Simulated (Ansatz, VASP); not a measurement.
## GaN: VASP beside Ansatz

```
Ga N
1.0
     0.00000    2.27441    2.27441
     2.27441    0.00000    2.27441
     2.27441    2.27441    0.00000
Ga N
1 1
Direct
  0.00000 0.00000 0.00000
  0.25000 0.25000 0.25000
```

Alike in both runs: functional PBE; k mesh 10 × 10 × 10; occupations gaussian, width 0.02 eV; no spin polarisation.

Ansatz relaxed the structure, and its values are those at the end. VASP's run is a single point on that final structure, the one shown.

|  | VASP | Ansatz |
| --- | --- | --- |
| version | VASP 6.6.1 | Ansatz 0.2.0 |
| potentials or method | VASP PAW PBE potentials, release 64 (Ga_d, N), cutoff 600 eV | scalar-relativistic, plane waves, PAW |
| valence electrons in the cell | 18 | 18 |

|  | VASP | Ansatz | Ansatz less VASP |
| --- | --- | --- | --- |
| gap on the k mesh at the Fermi level (eV) | 1.55 | 1.54 | -0.004 |
| least direct gap on the mesh (eV) | 1.55 | 1.54 | -0.004 |
| pressure (GPa) | -0.1 | 0.0 | +0.08 |
